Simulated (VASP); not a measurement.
Runs of VASP 6.6.1 on Na4HF3. The structure is that of space group Pm-3m (No. 221), or close to it. The cells are those of the table. 

```csv
level,potentials or basis,cell,k mesh,smearing,gap on the mesh (eV),pressure (GPa)
PBE,"VASP PAW PBE potentials, release 64 (Na_pv, H, F)","a = 4.727 Å, 8 atoms",6 × 6 × 6,gaussian 0.02 eV,5.15,-0.2
PBE,"VASP PAW PBE potentials, release 64 (Na_pv, H, F)","a = 4.947 Å, 8 atoms",4 × 4 × 4,gaussian 0.1 eV,(b),(a)
LDA,"VASP PAW LDA potentials, release 64 (Na_pv, H, F)","a = 4.727 Å, 8 atoms",6 × 6 × 6,gaussian 0.02 eV,4.73,-4.9
PBE,"VASP PAW PBE potentials, release 64 (Na_pv, H, F)","a = 4.727 Å, 8 atoms",6 × 6 × 6,gaussian 0.01 eV,5.15,-0.1
```

Alike in all rows: task single point; no spin polarisation; cutoff (eV) 520.

Problem. Fill in the values left out.

Solution. (a) -4.1; (b) 4.65.

A k mesh can miss the band edges.
